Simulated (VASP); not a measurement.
# K (I4_1/amd) in VASP: a series of runs

Runs on K. Level: PBE. Tasks: single point.

Everything below comes from runs of VASP 6.6.1. Logs are shortened: lines on timing, memory, paths and dates and some standing lists are left out, and cuts for length are marked.

### 1 The cell of the first run

The structure is tetragonal, space group I4_1/amd (No. 141). Conventional cell: a = 4.326 Å, b = 4.326 Å, c = 15.763 Å, α = 90.00°, β = 90.00°, γ = 90.00°. Within 5.7 Å of K (site symmetry -4m2) lie 8 K at 4.33 to 4.50 Å.

### 2 Single point, PBE

INCAR reads:

```
SYSTEM = K
PREC = Accurate ; ENCUT = 520
EDIFF = 1E-6 ; ISMEAR = -1
SIGMA = 0.05 ; LREAL = .False.
LASPH = .True. ; NELM = 100
ALGO = Fast ; ISIF = 2
LWAVE = .False. ; LCHARG = .False.
GGA = PE ; NBANDS = 16
```

KPOINTS reads:

```
Automatic mesh
0
Gamma
  9 9 9
  0 0 0
```

POSCAR reads:

```
K
1.0
   -2.1630329491      2.1630329491      7.8816204726
    2.1630329491     -2.1630329491      7.8816204726
    2.1630329491      2.1630329491     -7.8816204726
K
2
Direct
    0.5000000000      0.5000000000      0.0000000000
    0.2500000000      0.7500000000      0.5000000000
```

Potentials or basis: VASP PAW PBE potentials, release 64 (K_sv).

The run is started by

```bash
cat potpaw_PBE.64/K_sv/POTCAR > POTCAR
mpirun -np 1 vasp_std > vasp.out
```

OUTCAR:

```text
SYSTEM = K
   PREC = Accurate
   ENCUT = 520
   EDIFF = 1E-6
   ISMEAR = -1
   LREAL = .False.
   LASPH = .True.
   NELM = 100
   ISIF = 2
   GGA = PE

 ion  position               nearest neighbor table
   1  0.500  0.500  0.000-
   2  0.250  0.750  0.500-

  LATTYP: Found a body centered tetragonal cell.
 ALAT       =     4.3260658982
 C/A-ratio  =     3.6437819756

  Lattice vectors:

 A1 = (  -2.1630329491,   2.1630329491,   7.8816204726)
 A2 = (   2.1630329491,  -2.1630329491,   7.8816204726)
 A3 = (   2.1630329491,   2.1630329491,  -7.8816204726)

Analysis of symmetry for initial positions (statically):
=====================================================================
 Subroutine PRICEL returns:
 Original cell was already a primitive cell.

 Routine SETGRP: Setting up the symmetry group for a
 body centered tetragonal supercell.

 Subroutine GETGRP returns: Found 16 space group operations
 (whereof  8 operations were pure point group operations)
 out of a pool of 16 trial point group operations.

The static configuration has the point symmetry D_2d.
 The point group associated with its full space group is D_4h.

Analysis of symmetry for dynamics (positions and initial velocities):
=====================================================================
 Subroutine PRICEL returns:
 Original cell was already a primitive cell.

 Routine SETGRP: Setting up the symmetry group for a
 body centered tetragonal supercell.

 Subroutine GETGRP returns: Found 16 space group operations
 (whereof  8 operations were pure point group operations)
 out of a pool of 16 trial point group operations.

The dynamic configuration has the point symmetry D_2d.
 The point group associated with its full space group is D_4h.

 Subroutine INISYM returns: Found 16 space group operations
 (whereof  8 operations are pure point group operations),
 and found     1 'primitive' translations

----------------------------------------------------------------------------------------

                                     Primitive cell

  volume of cell :     147.5033

  direct lattice vectors                    reciprocal lattice vectors
    -2.163032949  2.163032949  7.881620473     0.000000000  0.231156904  0.063438731
     2.163032949 -2.163032949  7.881620473     0.231156904  0.000000000  0.063438731
     2.163032949  2.163032949 -7.881620473     0.231156904  0.231156904  0.000000000

  length of vectors
     8.454428683  8.454428683  8.454428683     0.239703957  0.239703957  0.326905229

  position of ions in fractional coordinates (direct lattice)
     0.500000000  0.500000000  0.000000000
     0.250000000  0.750000000  0.500000000

  ion indices of the primitive-cell ions
   primitive index   ion index
                 1           1
                 2           2

----------------------------------------------------------------------------------------

 KPOINTS: Automatic mesh

Automatic generation of k-mesh.
 Grid dimensions read from file:
 generate k-points for:    9    9    9

 Generating k-lattice:

  Cartesian coordinates                     Fractional coordinates (reciprocal lattice)
     0.000000000  0.025684100  0.007048748     0.111111111  0.000000000  0.000000000
     0.025684100  0.000000000  0.007048748     0.000000000  0.111111111  0.000000000
     0.025684100  0.025684100  0.000000000     0.000000000  0.000000000  0.111111111

  Length of vectors
     0.026633773  0.026633773  0.036322803

  Shift w.r.t. Gamma in fractional coordinates (k-lattice)
     0.000000000  0.000000000  0.000000000

 Subroutine IBZKPT returns following result:
 ===========================================

 Found     75 irreducible k-points:

 Following reciprocal coordinates:
            Coordinates               Weight
  0.000000  0.000000  0.000000      1.000000
  0.111111  0.000000  0.000000      8.000000
  0.222222 -0.000000  0.000000      8.000000
  0.333333  0.000000  0.000000      8.000000
  0.444444 -0.000000  0.000000      8.000000
  0.111111  0.111111  0.000000      8.000000
[... 16 lines left out ...]
 -0.333333  0.333333  0.000000      4.000000
  0.444444  0.444444  0.000000      8.000000
 [... further k-points ...]
   k-points           NKPTS =     75   k-points in BZ     NKDIM =     75   number of bands    NBANDS=     16
   number of dos      NEDOS =    301   number of ions     NIONS =      2
   total plane-waves  NPLWV = 262144
   dimension x,y,z NGX =    64 NGY =   64 NGZ =   64
   dimension x,y,z NGXF=   128 NGYF=  128 NGZF=  128
   ions per type =               2
   NGX,Y,Z   is equivalent  to a cutoff of  12.58, 12.58, 12.58 a.u.
   NGXF,Y,Z  is equivalent  to a cutoff of  25.17, 25.17, 25.17 a.u.
 SYSTEM =  K
   PREC   = accura    normal or accurate (medium, high low for compatibility)
   ISTART =      0    job   : 0-new  1-cont  2-samecut
   ICHARG =      2    charge: 1-file 2-atom 10-const
   ISPIN  =      1    spin polarized calculation?
   LNONCOLLINEAR =      F non collinear calculations
   LSORBIT =      F    spin-orbit coupling
   LASPH  =      T    aspherical Exc in radial PAW
   ENCUT  =  520.0 eV  38.22 Ry    6.18 a.u.  15.72 15.72 15.72*2*pi/ulx,y,z
   NELM   =    100;   NELMIN=  2; NELMDL= -5     # of ELM steps
   EDIFF  = 0.1E-05   stopping-criterion for ELM
   LREAL  =      F    real-space projection
   EDIFFG = 0.1E-04   stopping-criterion for IOM
   NSW    =      0    number of steps for IOM
   IBRION =     -1    ionic relax: 0-MD 1-quasi-New 2-CG
   NFREE  =      0    steps in history (QN), initial steepest desc. (CG)
   ISIF   =      2    stress and relaxation
   ISYM   =      2    0-nonsym 1-usesym 2-fastsym
   POTIM  = 0.5000    time-step for ionic-motion
   TEBEG  =    0.0;   TEEND  =   0.0 temperature during run
   PSTRESS=    0.0 pullay stress
   NELECT =      18.0000    total number of electrons
   NUPDOWN=      -1.0000    fix difference up-down
   EMIN   =  10.00;   EMAX   =-10.00  energy-range for DOS
   EFERMI =   0.00;   METHOD = LEGACY
   ISMEAR =    -1;   SIGMA  =   0.05  broadening in eV -4-tet -1-fermi 0-gaus
   EFERMI_NEDOS =   21; number of points for ismear=-14 and -15
   IALGO  =     68    algorithm
   IMIX   =      4    mixing-type and parameters
     AMIX     =   0.40;   BMIX     =  1.00
     AMIX_MAG =   1.60;   BMIX_MAG =  1.00
  volume/ion in A,a.u.               =      73.75       497.70
  Fermi-wavevector in a.u.,A,eV,Ry     =   0.812017  1.534489  8.971293  0.659371
  Thomas-Fermi vector in A             =   1.921482
   LORBIT       =      0    0 simple, 1 ext, 2 COOP (PROOUT), +10 PAW based schemes
   GGA     = PE    functional components
   LHFCALC =     F    Hartree Fock is set to
   AEXX    =    0.0000 exact exchange contribution
   IVDW    =     0    specifies the selected vdW correction
   LEPSILON=     F    determine dielectric tensor
   LRPA    =     F    only Hartree local field effects (RPA)
 non-spin polarized calculation
 RMM-DIIS sequential band-by-band and
  energy-cutoff  :      520.00
  volume of cell :      147.50
 maximum number of plane-waves:      4006
   NGX = 31   NGY = 31   NGZ = 31

 number of electron      18.0000000 magnetization

 Free energy of the ion-electron system (eV)
  ---------------------------------------------------
  ext. energy  EPLUGINS =         0.00000000
  ---------------------------------------------------
  free energy    TOTEN  =        -1.97429186 eV

  energy without entropy =       -1.96149488  energy(sigma->0) =       -1.96789337

 E-fermi :  -0.1094     XC(G=0):  -5.6385

 val. band max:       -0.1149970821   @ k =  -0.2222   0.3333   0.2222
 cond. band min:      -0.1007996673   @ k =  -0.2222  -0.4444   0.1111
 fundamental gap:      0.0141974148
 Fermi energy:        -0.1094457795

 k-point     1 :       0.0000    0.0000    0.0000
  band No.  band energies     occupation
      1     -32.3423      2.00000
      2     -32.3376      2.00000
      3     -15.8666      2.00000
      4     -15.7874      2.00000
      5     -15.7874      2.00000
      6     -15.7835      2.00000
[... 8 lines left out ...]
     15       4.8432      0.00000
     16       4.9068      0.00000

 k-point     2 :       0.1111    0.0000    0.0000
  band No.  band energies     occupation
      1     -32.3417      2.00000
      2     -32.3372      2.00000
      3     -15.8639      2.00000
      4     -15.7980      2.00000
      5     -15.7927      2.00000
      6     -15.7870      2.00000
[... 8 lines left out ...]
     15       4.4428      0.00000
     16       4.8178      0.00000

 k-point     3 :       0.2222   -0.0000    0.0000
  band No.  band energies     occupation
      1     -32.3403      2.00000
      2     -32.3364      2.00000
      3     -15.8573      2.00000
      4     -15.8224      2.00000
      5     -15.8151      2.00000
      6     -15.7857      2.00000
[... 8 lines left out ...]
     15       4.0879      0.00000
     16       4.7754      0.00000

 k-point     4 :       0.3333    0.0000    0.0000
  band No.  band energies     occupation
      1     -32.3385      2.00000
      2     -32.3355      2.00000
      3     -15.8557      2.00000
      4     -15.8497      2.00000
      5     -15.8332      2.00000
      6     -15.7898      2.00000
[... 8 lines left out ...]
     15       3.9635      0.00000
     16       4.7006      0.00000
[... 324 lines left out ...]
 k-point    22 :      -0.4444    0.3333   -0.0000
  band No.  band energies     occupation
      1     -32.3340      2.00000
      2     -32.3325      2.00000
      3     -15.8609      2.00000
      4     -15.8576      2.00000
      5     -15.8403      2.00000
      6     -15.8402      2.00000
[... 8 lines left out ...]
     15       2.9399      0.00000
     16       3.4481      0.00000

 k-point    23 :      -0.3333    0.3333    0.0000
  band No.  band energies     occupation
      1     -32.3353      2.00000
      2     -32.3330      2.00000
      3     -15.8502      2.00000
      4     -15.8433      2.00000
      5     -15.8394      2.00000
      6     -15.8394      2.00000
[... 8 lines left out ...]
     15       2.8651      0.00000
     16       3.4878      0.00000

 k-point    24 :       0.4444    0.4444    0.0000
  band No.  band energies     occupation
      1     -32.3325      2.00000
      2     -32.3324      2.00000
      3     -15.8599      2.00000
      4     -15.8595      2.00000
      5     -15.8536      2.00000
      6     -15.8529      2.00000
[... 8 lines left out ...]
     15       2.8693      0.00000
     16       2.9859      0.00000

 [... further k-points ...]

------------------------ aborting loop because EDIFF is reached ----------------------------------------

  FORCE on cell =-STRESS in cart. coord.  units (eV):
  Direction    XX          YY          ZZ          XY          YZ          ZX
  --------------------------------------------------------------------------------------
  -------------------------------------------------------------------------------------
  Total        0.1502573      0.1502573      0.0839470      0.0000000     -0.0000000      0.0000000
  in kB        1.6320908      1.6320908      0.9118302      0.0000000     -0.0000000      0.0000000
  external PRESSURE =       1.3920039 kB  Pullay stress =       0.0000000 kB

 VOLUME and BASIS-vectors are now :
 -----------------------------------------------------------------------------
  energy-cutoff  :      520.00
  volume of cell :      147.50
      direct lattice vectors                 reciprocal lattice vectors
    -2.163032949  2.163032949  7.881620473     0.000000000  0.231156904  0.063438731
     2.163032949 -2.163032949  7.881620473     0.231156904  0.000000000  0.063438731
     2.163032949  2.163032949 -7.881620473     0.231156904  0.231156904  0.000000000

 POSITION                                       TOTAL-FORCE (eV/Angst)
 -----------------------------------------------------------------------------------
      0.00000      0.00000      7.88162        -0.000000     -0.000000      0.000000
      2.16303     -0.00000      3.94081         0.000000      0.000000     -0.000000
 -----------------------------------------------------------------------------------
    total drift:                                0.000000     -0.000000      0.000000

  FREE ENERGIE OF THE ION-ELECTRON SYSTEM (eV)
  ---------------------------------------------------
  free  energy   TOTEN  =        -1.9742918568 eV

  energy  without entropy=       -1.9614948768  energy(sigma->0) =       -1.96789337
```

Wall time 5.6 min (1 thread of Intel Xeon 6975P-C (Granite Rapids), shared host); peak memory 0.61 GiB.

Results:

- Free energy: -1.9743 eV
- Pressure: 0.1 GPa
- Band gap on the k mesh: zero (band 9 reaches 1.04 eV, above the bottom of band 10 at -1.48 eV)

(Part 1 of 2 ends here.)
